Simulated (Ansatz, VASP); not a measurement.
## ZnSe: VASP beside Ansatz

File INCAR:

```
SYSTEM = ZnSe
ALGO = Normal ; EDIFF = 1E-6
ENCUT = 520 ; GGA = CA
ISIF = 2 ; ISMEAR = -1
LASPH = .TRUE. ; LCHARG = .FALSE.
LREAL = .FALSE. ; LWAVE = .FALSE.
NBANDS = 16 ; NELM = 60
PREC = Accurate ; SIGMA = 0.03
```

KPOINTS

```
k-points
0
G
  8 8 8
  0 0 0
```

The input POSCAR:

```
ZnSe
1.0
    0.0000000000      2.8618592506      2.8618592506
    2.8618592506      0.0000000000      2.8618592506
    2.8618592506      2.8618592506      0.0000000000
Zn Se
1 1
Direct
    0.0000000000      0.0000000000      0.0000000000
    0.7500000000      0.7500000000      0.7500000000
```

Input for Ansatz:

```yaml
crystal:
  lattice:
    - [0.0, 2.8618592506, 2.8618592506]
    - [2.8618592506, 0.0, 2.8618592506]
    - [2.8618592506, 2.8618592506, 0.0]
  atoms:
    - { symbol: Zn, position: [0.0, 0.0, 0.0] }
    - { symbol: Se, position: [0.75, 0.75, 0.75] }
kpoints:
  mp_grid: { grid: [8, 8, 8] }
scf:
  occupations: { method: fermi_dirac, width: 0.03 }
hamiltonian:
  xc: lda
  pseudopotentials: { kind: all_electron, lapw: { basis_error: 0.001 } }
output:
  forces: true
  stress: true
  eigenvalues: true
```

Change from the starting cell: volume scaled by 1.03.

Alike in both runs: task single point; functional LDA; k mesh 8 × 8 × 8; occupations fermi-dirac, width 0.03 eV; no spin polarisation.

|  | VASP | Ansatz |
| --- | --- | --- |
| version | VASP 6.6.1 | Ansatz 0.2.0 |
| potentials or method | VASP PAW LDA potentials, release 64 (Zn, Se), cutoff 520 eV | all-electron LAPW, scalar-relativistic |

```tsv
	VASP	Ansatz	Ansatz less VASP
pressure (GPa)	-4.7	-4.9	-0.24
```

LDA's correlation is that of Perdew and Zunger in VASP and of Perdew and Wang (1992) in Ansatz. Ansatz ran all-electron here, and VASP with PAW potentials.
